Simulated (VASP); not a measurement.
# Sn (Fd-3m) in VASP: relaxation of cell and atoms with LDA

Aim: the relaxation of cell and atoms of Sn with LDA.

Everything below comes from runs of VASP 6.6.1. Logs are shortened: lines on timing, memory, paths and dates and some standing lists are left out, and cuts for length are marked.

## (1) The cell of the first run

It takes space group Fd-3m (No. 227, cubic). The conventional cell has a = 6.474 Å, b = 6.474 Å, c = 6.474 Å, α = 90.00°, β = 90.00°, γ = 90.00°. Within 3.7 Å of Sn (site symmetry -43m) lie 4 Sn at 2.80 Å.

## (2) Relaxation of cell and atoms, LDA

INCAR

```
  ALGO = Normal
  EDIFF = 1E-6
  EDIFFG = -0.001
  ENCUT = 600
  IBRION = 2
  ISIF = 3
  ISMEAR = -1
  LASPH = True
  LCHARG = False
  LREAL = False
  LWAVE = False
  NELM = 100
  NSW = 80
  PREC = Accurate
  SIGMA = 0.15
```

KPOINTS

```
k-points
0
Gamma
  12 12 12
```

POSCAR

```
Sn
1.0
    0.0000000000      3.2370442832      3.2370442832
    3.2370442832      0.0000000000      3.2370442832
    3.2370442832      3.2370442832      0.0000000000
Sn
2
Direct
    0.5000000000      0.5000000000      0.5000000000
    0.7500000000      0.7500000000      0.7500000000
```

Potentials or basis: VASP PAW LDA potentials, release 64 (Sn_d).

Command:

```bash
> cat potpaw_LDA.64/Sn_d/POTCAR > POTCAR
> mpirun -np 1 vasp_std > vasp.out
```

OUTCAR:

```text
EDIFF = 1E-6
   EDIFFG = -0.001
   ENCUT = 600
   IBRION = 2
   ISIF = 3
   ISMEAR = -1
   LASPH = True
   LREAL = False
   NELM = 100
   NSW = 80
   PREC = Accurate

 ion  position               nearest neighbor table
   1  0.500  0.500  0.500-   2 2.80   2 2.80   2 2.80   2 2.80
   2  0.750  0.750  0.750-   1 2.80   1 2.80   1 2.80   1 2.80

  LATTYP: Found a face centered cubic cell.
 ALAT       =     6.4740885664

  Lattice vectors:

 A1 = (   0.0000000000,   3.2370442832,   3.2370442832)
 A2 = (   3.2370442832,   0.0000000000,   3.2370442832)
 A3 = (   3.2370442832,   3.2370442832,   0.0000000000)

Analysis of symmetry for initial positions (statically):
=====================================================================
 Subroutine PRICEL returns:
 Original cell was already a primitive cell.

 Routine SETGRP: Setting up the symmetry group for a
 face centered cubic supercell.

 Subroutine GETGRP returns: Found 48 space group operations
 (whereof 24 operations were pure point group operations)
 out of a pool of 48 trial point group operations.

The static configuration has the point symmetry T_d .
 The point group associated with its full space group is O_h .

Analysis of symmetry for dynamics (positions and initial velocities):
=====================================================================
 Subroutine PRICEL returns:
 Original cell was already a primitive cell.

 Routine SETGRP: Setting up the symmetry group for a
 face centered cubic supercell.

 Subroutine GETGRP returns: Found 48 space group operations
 (whereof 24 operations were pure point group operations)
 out of a pool of 48 trial point group operations.

The dynamic configuration has the point symmetry T_d .
 The point group associated with its full space group is O_h .

 Subroutine INISYM returns: Found 48 space group operations
 (whereof 24 operations are pure point group operations),
 and found     1 'primitive' translations

----------------------------------------------------------------------------------------

                                     Primitive cell

  volume of cell :      67.8385

  direct lattice vectors                    reciprocal lattice vectors
     0.000000000  3.237044283  3.237044283    -0.154461897  0.154461897  0.154461897
     3.237044283  0.000000000  3.237044283     0.154461897 -0.154461897  0.154461897
     3.237044283  3.237044283  0.000000000     0.154461897  0.154461897 -0.154461897

  length of vectors
     4.577871927  4.577871927  4.577871927     0.267535853  0.267535853  0.267535853

  position of ions in fractional coordinates (direct lattice)
     0.500000000  0.500000000  0.500000000
     0.750000000  0.750000000  0.750000000

  ion indices of the primitive-cell ions
   primitive index   ion index
                 1           1
                 2           2

----------------------------------------------------------------------------------------

 KPOINTS: k-points

Automatic generation of k-mesh.
 Grid dimensions read from file:
 generate k-points for:   12   12   12

 Generating k-lattice:

  Cartesian coordinates                     Fractional coordinates (reciprocal lattice)
    -0.012871825  0.012871825  0.012871825     0.083333333  0.000000000  0.000000000
     0.012871825 -0.012871825  0.012871825     0.000000000  0.083333333  0.000000000
     0.012871825  0.012871825 -0.012871825     0.000000000  0.000000000  0.083333333

  Length of vectors
     0.022294654  0.022294654  0.022294654

  Shift w.r.t. Gamma in fractional coordinates (k-lattice)
     0.000000000  0.000000000  0.000000000

 Subroutine IBZKPT returns following result:
 ===========================================

 Found     72 irreducible k-points:

 Following reciprocal coordinates:
            Coordinates               Weight
  0.000000  0.000000  0.000000      1.000000
  0.083333  0.000000  0.000000      8.000000
  0.166667  0.000000  0.000000      8.000000
  0.250000  0.000000  0.000000      8.000000
  0.333333  0.000000  0.000000      8.000000
  0.416667  0.000000  0.000000      8.000000
[... 16 lines left out ...]
  0.500000  0.166667  0.000000     24.000000
 -0.416667  0.166667  0.000000     24.000000
 [... further k-points ...]
   k-points           NKPTS =     72   k-points in BZ     NKDIM =     72   number of bands    NBANDS=     18
   number of dos      NEDOS =    301   number of ions     NIONS =      2
   total plane-waves  NPLWV =  64000
   dimension x,y,z NGX =    40 NGY =   40 NGZ =   40
   dimension x,y,z NGXF=    80 NGYF=   80 NGZF=   80
   ions per type =               2
   NGX,Y,Z   is equivalent  to a cutoff of  14.53, 14.53, 14.53 a.u.
   NGXF,Y,Z  is equivalent  to a cutoff of  29.05, 29.05, 29.05 a.u.
 SYSTEM =  unknown system
   PREC   = accura    normal or accurate (medium, high low for compatibility)
   ISTART =      0    job   : 0-new  1-cont  2-samecut
   ICHARG =      2    charge: 1-file 2-atom 10-const
   ISPIN  =      1    spin polarized calculation?
   LNONCOLLINEAR =      F non collinear calculations
   LSORBIT =      F    spin-orbit coupling
   LASPH  =      T    aspherical Exc in radial PAW
   ENCUT  =  600.0 eV  44.10 Ry    6.64 a.u.   9.14  9.14  9.14*2*pi/ulx,y,z
   NELM   =    100;   NELMIN=  2; NELMDL= -5     # of ELM steps
   EDIFF  = 0.1E-05   stopping-criterion for ELM
   LREAL  =      F    real-space projection
   EDIFFG = -.1E-02   stopping-criterion for IOM
   NSW    =     80    number of steps for IOM
   IBRION =      2    ionic relax: 0-MD 1-quasi-New 2-CG
   NFREE  =      1    steps in history (QN), initial steepest desc. (CG)
   ISIF   =      3    stress and relaxation
   ISYM   =      2    0-nonsym 1-usesym 2-fastsym
   POTIM  = 0.5000    time-step for ionic-motion
   TEBEG  =    0.0;   TEEND  =   0.0 temperature during run
   PSTRESS=    0.0 pullay stress
   NELECT =      28.0000    total number of electrons
   NUPDOWN=      -1.0000    fix difference up-down
   EMIN   =  10.00;   EMAX   =-10.00  energy-range for DOS
   EFERMI =   0.00;   METHOD = LEGACY
   ISMEAR =    -1;   SIGMA  =   0.15  broadening in eV -4-tet -1-fermi 0-gaus
   EFERMI_NEDOS =   21; number of points for ismear=-14 and -15
   IALGO  =     38    algorithm
   IMIX   =      4    mixing-type and parameters
     AMIX     =   0.40;   BMIX     =  1.00
     AMIX_MAG =   1.60;   BMIX_MAG =  1.00
  volume/ion in A,a.u.               =      33.92       228.90
  Fermi-wavevector in a.u.,A,eV,Ry     =   1.218902  2.303391 20.214484  1.485723
  Thomas-Fermi vector in A             =   2.354173
   LORBIT       =      0    0 simple, 1 ext, 2 COOP (PROOUT), +10 PAW based schemes
   GGA     = CA    functional components
   LHFCALC =     F    Hartree Fock is set to
   AEXX    =    0.0000 exact exchange contribution
   IVDW    =     0    specifies the selected vdW correction
   LEPSILON=     F    determine dielectric tensor
   LRPA    =     F    only Hartree local field effects (RPA)
 conjugate gradient relaxation of ions
 non-spin polarized calculation
  energy-cutoff  :      600.00
  volume of cell :       67.84
 maximum number of plane-waves:      2285
 NGX is ok and might be reduce to    40
   NGX = 19   NGY = 19   NGZ = 19

--------------------------------------- Ionic step        1  -------------------------------------------

 number of electron      28.0000005 magnetization

 Free energy of the ion-electron system (eV)
  ---------------------------------------------------
  ext. energy  EPLUGINS =         0.00000000
  ---------------------------------------------------
  free energy    TOTEN  =        -8.94889296 eV

  energy without entropy =       -8.93421808  energy(sigma->0) =       -8.94155552

------------------------ aborting loop because EDIFF is reached ----------------------------------------

  FORCE on cell =-STRESS in cart. coord.  units (eV):
  Direction    XX          YY          ZZ          XY          YZ          ZX
  --------------------------------------------------------------------------------------
  -------------------------------------------------------------------------------------
  Total        0.0309560      0.0309560      0.0309560      0.0000000      0.0000000      0.0000000
  in kB        0.7311041      0.7311041      0.7311041      0.0000000      0.0000000      0.0000000
  external PRESSURE =       0.7311041 kB  Pullay stress =       0.0000000 kB
[... 57 lines left out ...]
  energy  without entropy=       -8.9341361232  energy(sigma->0) =       -8.94153162

--------------------------------------- Ionic step        3  -------------------------------------------

 number of electron      28.0000005 magnetization

 Free energy of the ion-electron system (eV)
  ---------------------------------------------------
  ext. energy  EPLUGINS =         0.00000000
  ---------------------------------------------------
  free energy    TOTEN  =        -8.94892801 eV

  energy without entropy =       -8.93414901  energy(sigma->0) =       -8.94153851

 E-fermi :   5.4560     XC(G=0):  -9.2173

 val. band max:        5.3733918718   @ k =   0.4167   0.0000   0.0000
 cond. band min:       5.5029806496   @ k =   0.3333   0.0000   0.0000
 fundamental gap:      0.1295887778
 Fermi energy:         5.4560389592

 k-point     1 :       0.0000    0.0000    0.0000
  band No.  band energies     occupation
      1     -16.2040      2.00000
      2     -16.2040      2.00000
      3     -16.2040      2.00000
      4     -16.1416      2.00000
      5     -16.1416      2.00000
      6     -15.8252      2.00000
[... 10 lines left out ...]
     17       7.5681      0.00000
     18       7.5681      0.00000
[... 466 lines left out ...]
      2     -16.2493      2.00000
      3     -16.1424      2.00000
      4     -16.0621      2.00000
      5     -16.0519      2.00000
      6     -15.9176      2.00000
[... 10 lines left out ...]
     17       9.3849      0.00000
     18      11.4080      0.00000

 [... further k-points ...]
[... 5 lines left out ...]
  --------------------------------------------------------------------------------------
  -------------------------------------------------------------------------------------
  Total       -0.0012479     -0.0012479     -0.0012479      0.0000000      0.0000000      0.0000000
  in kB       -0.0294138     -0.0294138     -0.0294138      0.0000000      0.0000000      0.0000000
  external PRESSURE =      -0.0294138 kB  Pullay stress =       0.0000000 kB
[... 17 lines left out ...]
  FREE ENERGIE OF THE ION-ELECTRON SYSTEM (eV)
  ---------------------------------------------------
  free  energy   TOTEN  =        -8.9489280100 eV

  energy  without entropy=       -8.9341490069  energy(sigma->0) =       -8.94153851

 reached required accuracy - stopping structural energy minimisation
```

Run time: 2.5 min. Hardware: 1 thread of Intel Xeon Platinum 8488C (Sapphire Rapids), shared host; peak memory 0.24 GiB.

What came out:

```yaml
Free_energy: -8.9489 eV
Relaxed_volume: 33.99 Å³/atom
Relaxed_cell: a = 4.581 Å, b = 4.581 Å, c = 4.581 Å, α = 60.00°, β = 60.00°, γ = 60.00°
Space_group_after_relaxing_to_0.05_Å: Fd-3m (No. 227)
Energy_gained_by_relaxing: 0.0 meV/atom
Ionic_steps: 3
Pressure_after_relaxing: 0.0 GPa
Band_gap_on_the_k_mesh: zero (band 14 reaches 5.51 eV, above the bottom of band 15 at 5.33 eV)
```

Final structure:
```cif
data_structure
_symmetry_space_group_name_H-M 'P 1'
_symmetry_Int_Tables_number 1
_cell_length_a 4.5809
_cell_length_b 4.5809
_cell_length_c 4.5809
_cell_angle_alpha 60.000
_cell_angle_beta 60.000
_cell_angle_gamma 60.000
_cell_volume 67.97
loop_
_atom_site_label
_atom_site_type_symbol
_atom_site_fract_x
_atom_site_fract_y
_atom_site_fract_z
_atom_site_occupancy
Sn1 Sn 0.50000 0.50000 0.50000 1
Sn2 Sn 0.75000 0.75000 0.75000 1
```

Levels at points of the mesh, in eV from the Fermi level:
| k point | band 11 | band 12 | band 13 | band 14 | band 15 | band 16 | band 17 | band 18 |
| --- | --- | --- | --- | --- | --- | --- | --- | --- |
| (0.00, 0.00, 0.00) | -10.72 | -0.80 | 0.05 | 0.05 | 0.05 | 2.11 | 2.11 | 2.11 |
| (0.50, 0.00, 0.00) | -9.09 | -6.39 | -1.16 | -1.16 | -0.13 | 3.19 | 3.19 | 5.49 |
| (0.50, 0.50, 0.00) | -7.61 | -7.61 | -2.52 | -2.52 | 0.72 | 0.72 | 7.65 | 7.65 |

Caveat: spin-orbit coupling is left out, which moves the levels of the heavy elements.
